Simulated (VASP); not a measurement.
Input of a VASP 6.6.1 run:

Contents of POSCAR:

```
IrO
1.0
    0.0000000000      2.3328508508      2.3328508508
    2.3328508508      0.0000000000      2.3328508508
    2.3328508508      2.3328508508      0.0000000000
Ir O
1 1
Direct
    0.0000000000      0.0000000000      0.0000000000
    0.2500000000      0.2500000000      0.2500000000
```

The input INCAR.step1:

```
PREC = Accurate
ENCUT = 520
ISMEAR = 0
SIGMA = 0.1
LREAL = False
LASPH = True
NELM = 60
NBANDS = 14
GGA = PE
ALGO = Normal
EDIFF = 1E-4
LWAVE = True
LCHARG = False
```

Contents of INCAR.step2:

```
PREC = Accurate
ENCUT = 520
EDIFF = 1E-6
ISMEAR = 0
SIGMA = 0.1
LREAL = False
LASPH = True
NELM = 60
ALGO = Normal
ISIF = 2
LWAVE = False
LCHARG = True
METAGGA = R2SCAN
LMIXTAU = True
LELF = True
LVHAR = True
NBANDS = 14
ISTART = 1
```

File KPOINTS:

```
Automatic mesh
0
Gamma
  16 16 16
```

Potentials or basis: VASP PAW PBE potentials, release 64 (Ir, O).

Run with:

```bash
$ cat potpaw_PBE.64/Ir/POTCAR potpaw_PBE.64/O/POTCAR > POTCAR
$ cp INCAR.step1 INCAR
$ mpirun -np 1 vasp_std > vasp.out
$ cp INCAR.step2 INCAR
$ mpirun -np 1 vasp_std > vasp.out
```

**Question.** What does it give for the pressure?

**Answer.** 11.8 GPa.

Caveat: the PAW data sets were made with another functional, which shifts forces and pressure a little; an odd number of electrons without spin polarisation forces a metal; a magnetic or distorted state may lie lower.
